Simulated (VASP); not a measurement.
The system is Ir.

```xyz
1
Lattice="0.0000 2.1834 1.3738 2.1834 0.0000 1.3738 2.1834 2.1834 0.0000" Properties=species:S:1:pos:R:3 pbc="T T T"
Ir    0.0000    0.0000    0.0000
```

This cell differs from its parent crystal: volume 13.098 Å^3 an atom, c/a of the conventional cell 0.6292.

Base run:

- Program: VASP 6.6.1
- Functional: LDA
- Potentials or basis: VASP PAW LDA potentials, release 64 (Ir_sv_GW)
- Cutoff: 500 eV
- k mesh: 22 × 22 × 22
- Occupations: gaussian, width 0.15 eV
- Spin: no spin polarisation

Its results: pressure 35.8 GPa.

Task: The run is repeated on the same cell with these changes: potentials or basis from VASP PAW LDA potentials, release 64 (Ir_sv_GW) to VASP PAW LDA potentials, release 64 (Ir); cutoff from 500 eV to 520 eV; further incar settings from ALGO = Normal; EDIFF = 1e-06; NBANDS = 14 to ALGO = Fast; EDIFF = 1e-07; NBANDS = 10; valence electrons from 17 to 9. What comes out?

Result: Pressure 41.0 GPa.
